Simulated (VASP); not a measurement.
# PbSe (Clausthalite) (Fm-3m) in VASP: a series of runs

The runs below take PbSe (Clausthalite) through single point, with PBE0, PBE.

Program: VASP 6.6.1. These are calculated values, not measurements. Logs are shortened: lines on timing, memory, paths and dates and some standing lists are left out, and cuts for length are marked.

## 1. The cell of the first run

Symmetry: Fm-3m, No. 225, cubic system. The conventional cell has a = 6.121 Å, b = 6.121 Å, c = 6.121 Å, α = 90.00°, β = 90.00°, γ = 90.00°. Within 4.0 Å of Pb (site symmetry m-3m) lie 6 Se at 3.06 Å. Se (site symmetry m-3m) has 6 Pb at 3.06 Å within 4.0 Å.

## 2. Single point, PBE0, non-collinear spin, zero start, spin-orbit coupling

The input, POSCAR:

```
PbSe
1.0
    0.0000000000      3.0606500000      3.0606500000
    3.0606500000      0.0000000000      3.0606500000
    3.0606500000      3.0606500000      0.0000000000
Pb Se
1 1
Direct
    0.0000000000      0.0000000000      0.0000000000
    0.5000000000      0.5000000000      0.5000000000
```

The input, INCAR.step1:

```
PREC = Accurate ; ENCUT = 520
EDIFF = 1E-5 ; ISMEAR = -1
SIGMA = 0.05 ; LREAL = F
LASPH = T ; NELM = 150
ALGO = Normal ; ISIF = 2
LWAVE = T ; LCHARG = F
MAGMOM = 0 0 0 0 0 0 ; LORBIT = 11
LSORBIT = T ; GGA_COMPAT = F
LORBMOM = T ; NBANDS = 32
GGA = PE ; LUSENCCL = F
```

The input, INCAR.step2:

```
PREC = Accurate ; ENCUT = 520
EDIFF = 1E-6 ; ISMEAR = -1
SIGMA = 0.05 ; LREAL = F
LASPH = T ; NELM = 150
ALGO = Normal ; ISIF = 2
LWAVE = F ; LCHARG = F
MAGMOM = 0 0 0 0 0 0 ; LORBIT = 11
LSORBIT = T ; GGA_COMPAT = F
LORBMOM = T ; GGA = PE
LHFCALC = T ; AEXX = 0.25
PRECFOCK = Normal ; NBANDS = 32
ISTART = 1 ; LUSENCCL = F
```

The input, KPOINTS:

```
Automatic mesh
0
Gamma
  4 4 4
```

Potentials or basis: VASP PAW PBE potentials, release 64 (Pb_d, Se).

Command:

```bash
$ cat potpaw_PBE.64/Pb_d/POTCAR potpaw_PBE.64/Se/POTCAR > POTCAR
$ cp INCAR.step1 INCAR
$ mpirun -np 1 vasp_ncl > vasp.out
$ cp INCAR.step2 INCAR
$ mpirun -np 1 vasp_ncl > vasp.out
```

OUTCAR:

```text
PREC = Accurate
   ENCUT = 520
   EDIFF = 1E-6
   ISMEAR = -1
   LREAL = F
   LASPH = T
   NELM = 150
   ISIF = 2
   LORBIT = 11
   LSORBIT = T
   GGA = PE
   LHFCALC = T
   AEXX = 0.25
   PRECFOCK = Normal
   ISTART = 1

 ion  position               nearest neighbor table
   1  0.000  0.000  0.000-   2 3.06   2 3.06   2 3.06   2 3.06   2 3.06   2 3.06
   2  0.500  0.500  0.500-   1 3.06   1 3.06   1 3.06   1 3.06   1 3.06   1 3.06

  LATTYP: Found a face centered cubic cell.
 ALAT       =     6.1213000000

  Lattice vectors:

 A1 = (   0.0000000000,   3.0606500000,   3.0606500000)
 A2 = (   3.0606500000,   0.0000000000,   3.0606500000)
 A3 = (   3.0606500000,   3.0606500000,   0.0000000000)

Analysis of symmetry for initial positions (statically):
=====================================================================
 Subroutine PRICEL returns:
 Original cell was already a primitive cell.

 Routine SETGRP: Setting up the symmetry group for a
 face centered cubic supercell.

 Subroutine GETGRP returns: Found 48 space group operations
 (whereof 48 operations were pure point group operations)
 out of a pool of 48 trial point group operations.

The static configuration has the point symmetry O_h .

Analysis of symmetry for dynamics (positions and initial velocities):
=====================================================================
 Subroutine PRICEL returns:
 Original cell was already a primitive cell.

 Routine SETGRP: Setting up the symmetry group for a
 face centered cubic supercell.

 Subroutine GETGRP returns: Found 48 space group operations
 (whereof 48 operations were pure point group operations)
 out of a pool of 48 trial point group operations.

The dynamic configuration has the point symmetry O_h .

Analysis of structural, dynamic, and magnetic symmetry:
=====================================================================
 Subroutine PRICEL returns:
 Original cell was already a primitive cell.

 Routine SETGRP: Setting up the symmetry group for a
 face centered cubic supercell.

 Subroutine GETGRP returns: Found 48 space group operations
 (whereof 48 operations were pure point group operations)
 out of a pool of 48 trial point group operations.

The overall configuration has the point symmetry O_h .

 Subroutine INISYM returns: Found 48 space group operations
 (whereof 48 operations are pure point group operations),
 and found     1 'primitive' translations
[... 444 lines left out ...]
      0.00000      0.00000      0.00000         0.000000     -0.000000      0.000000
      3.06065      3.06065      3.06065         0.000000      0.000000     -0.000000
 -----------------------------------------------------------------------------------
    total drift:                                0.000001     -0.000000      0.000000

  FREE ENERGIE OF THE ION-ELECTRON SYSTEM (eV)
  ---------------------------------------------------
  free  energy   TOTEN  =       -11.1367387209 eV

  energy  without entropy=      -11.1367287131  energy(sigma->0) =      -11.13673372

 orbital moment (x)

 # of ion     p       d       tot
 ----------------------------------------
  1         0.000   0.000   0.000
  2        -0.000   0.000  -0.000
 ----------------------------------------
           -0.000   0.000   0.000

 orbital moment (y)

 # of ion     p       d       tot
 ----------------------------------------
  1         0.000   0.000   0.000
  2        -0.000   0.000  -0.000
 ----------------------------------------
           -0.000   0.000   0.000

 orbital moment (z)

 # of ion     p       d       tot
 ----------------------------------------
  1         0.000   0.000   0.000
  2        -0.000   0.000  -0.000
 ----------------------------------------
            0.000   0.000   0.000

 Spin-Orbit-Coupling matrix elements

 Ion:    1  E_soc:     -0.7228915
 l=   1
     0.0000000    -0.0554875    -0.0554875
    -0.0554875     0.0000000    -0.0554875
    -0.0554875    -0.0554875     0.0000000
 l=   2
     0.0000000    -0.0130332     0.0000000    -0.0130332    -0.0519611
    -0.0130332     0.0000000    -0.0389709    -0.0130333    -0.0129903
     0.0000000    -0.0389709     0.0000000    -0.0389709     0.0000000
    -0.0130332    -0.0130333    -0.0389709     0.0000000    -0.0129903
    -0.0519611    -0.0129903     0.0000000    -0.0129903     0.0000000
 l=   3
     0.0000000     0.0000000     0.0000000     0.0000000     0.0000000     0.0000000     0.0000000
     0.0000000     0.0000000     0.0000000     0.0000000     0.0000000     0.0000000     0.0000000
     0.0000000     0.0000000     0.0000000     0.0000000     0.0000000     0.0000000     0.0000000
     0.0000000     0.0000000     0.0000000     0.0000000     0.0000000     0.0000000     0.0000000
     0.0000000     0.0000000     0.0000000     0.0000000     0.0000000     0.0000000     0.0000000
     0.0000000     0.0000000     0.0000000     0.0000000     0.0000000     0.0000000     0.0000000
     0.0000000     0.0000000     0.0000000     0.0000000     0.0000000     0.0000000     0.0000000

 Ion:    2  E_soc:     -0.0423738
 l=   1
     0.0000000    -0.0070703    -0.0070703
    -0.0070703     0.0000000    -0.0070703
    -0.0070703    -0.0070703     0.0000000
 l=   2
     0.0000000    -0.0000010     0.0000000    -0.0000010     0.0000090
    -0.0000010     0.0000000     0.0000067    -0.0000010     0.0000022
     0.0000000     0.0000067     0.0000000     0.0000067     0.0000000
    -0.0000010    -0.0000010     0.0000067     0.0000000     0.0000022
     0.0000090     0.0000022     0.0000000     0.0000022     0.0000000
 l=   3
     0.0000000     0.0000000     0.0000000     0.0000000     0.0000000     0.0000000     0.0000000
     0.0000000     0.0000000     0.0000000     0.0000000     0.0000000     0.0000000     0.0000000
     0.0000000     0.0000000     0.0000000     0.0000000     0.0000000     0.0000000     0.0000000
     0.0000000     0.0000000     0.0000000     0.0000000     0.0000000     0.0000000     0.0000000
     0.0000000     0.0000000     0.0000000     0.0000000     0.0000000     0.0000000     0.0000000
     0.0000000     0.0000000     0.0000000     0.0000000     0.0000000     0.0000000     0.0000000
     0.0000000     0.0000000     0.0000000     0.0000000     0.0000000     0.0000000     0.0000000

 total charge

# of ion       s       p       d       tot
------------------------------------------
    1        1.511   0.507   9.849  11.866
    2        1.475   2.381   0.016   3.872
--------------------------------------------------
tot          2.986   2.888   9.865  15.738

 magnetization (x)

# of ion       s       p       d       tot
------------------------------------------
    1        0.000   0.000   0.000   0.000
    2       -0.000   0.000   0.000  -0.000
--------------------------------------------------
tot         -0.000   0.000   0.000  -0.000

 magnetization (y)

# of ion       s       p       d       tot
------------------------------------------
    1        0.000   0.000   0.000   0.000
    2        0.000  -0.000   0.000  -0.000
--------------------------------------------------
tot          0.000  -0.000   0.000  -0.000

 magnetization (z)

# of ion       s       p       d       tot
------------------------------------------
    1        0.000  -0.000   0.000  -0.000
    2       -0.000   0.000   0.000  -0.000
--------------------------------------------------
tot         -0.000  -0.000   0.000  -0.000
```

OUTCAR.step1:

```text
PREC = Accurate
   ENCUT = 520
   EDIFF = 1E-5
   ISMEAR = -1
   LREAL = F
   LASPH = T
   NELM = 150
   ISIF = 2
[... 596 lines left out ...]
tot         -0.000  -0.000   0.000  -0.000

 magnetization (y)

# of ion       s       p       d       tot
------------------------------------------
    1       -0.000   0.000   0.000  -0.000
    2        0.000   0.000  -0.000   0.000
--------------------------------------------------
tot         -0.000   0.000   0.000  -0.000

 magnetization (z)

# of ion       s       p       d       tot
------------------------------------------
    1       -0.000   0.000   0.000  -0.000
    2       -0.000   0.000  -0.000  -0.000
--------------------------------------------------
tot         -0.000   0.000   0.000  -0.000
```

Wall time 33 min (1 × NVIDIA H100 80GB with 1 thread of Intel Xeon Platinum 8481C at 2.70GHz (Sapphire Rapids), shared host); peak memory 1.3 GiB.

What came out:

```yaml
Free_energy: -11.1367 eV
Pressure: 1.0 GPa
Net_moment: 0.00 μB per cell
Valence_electrons_inside_the_program's_atomic_spheres: Pb 11.87; Se 3.87
```

Moments on the atoms (μB; x, y, z):
```
Pb  0.00 0.00 0.00
Se  0.00 0.00 0.00
```

Caveat: the k points lie up to 0.44 Å⁻¹ apart; the PAW data sets were made with another functional, which shifts forces and pressure a little.

## 3. Single point, PBE

The input, INCAR:

```
SYSTEM = PbSe
ALGO     = Normal         ! electronic algorithm
EDIFF    = 1E-6           ! SCF threshold, eV
ENCUT    = 500            ! plane-wave cutoff, eV
GGA      = PE             ! functional
GGA_COMPAT= .FALSE.      
ISIF     = 2              ! what is computed and relaxed
ISMEAR   = -1             ! smearing method
LASPH    = .TRUE.         ! aspherical terms in the spheres
LCHARG   = .FALSE.        ! write CHGCAR
LREAL    = .FALSE.        ! projectors in reciprocal space
LWAVE    = .FALSE.        ! write WAVECAR
NBANDS   = 17             ! bands
NELM     = 120            ! most SCF steps
PREC     = Accurate       ! precision mode
SIGMA    = 0.04           ! smearing width, eV
```

The input, KPOINTS:

```
k-points
0
G
  5 5 5
  0 0 0
```

POSCAR is that of step 2.

Potentials or basis: VASP PAW PBE potentials, release 64 (Pb_d, Se).

Command:

```bash
$ cat potpaw_PBE.64/Pb_d/POTCAR potpaw_PBE.64/Se/POTCAR > POTCAR
$ mpirun -np 1 vasp_std > vasp.out
```

It took 8.3 s on 1 thread of Intel Xeon Platinum 8488C (Sapphire Rapids), shared host; peak memory 0.17 GiB.

It converged, with:

| Item | Value |
| --- | --- |
| Free energy | -8.1899 eV |
| Pressure | 2.2 GPa |

Levels at points of the mesh, in eV from the Fermi level:
```tsv
k point	band 8	band 9	band 10	band 11	band 12	band 13
(0.00, 0.00, 0.00)	-2.11	-2.11	-2.11	4.48	4.48	4.48
```

Caveat: this odd mesh misses L, where the gap lies, so gap, dielectric constants and Born charges aren't listed; spin-orbit coupling is left out, which moves the levels of the heavy elements.
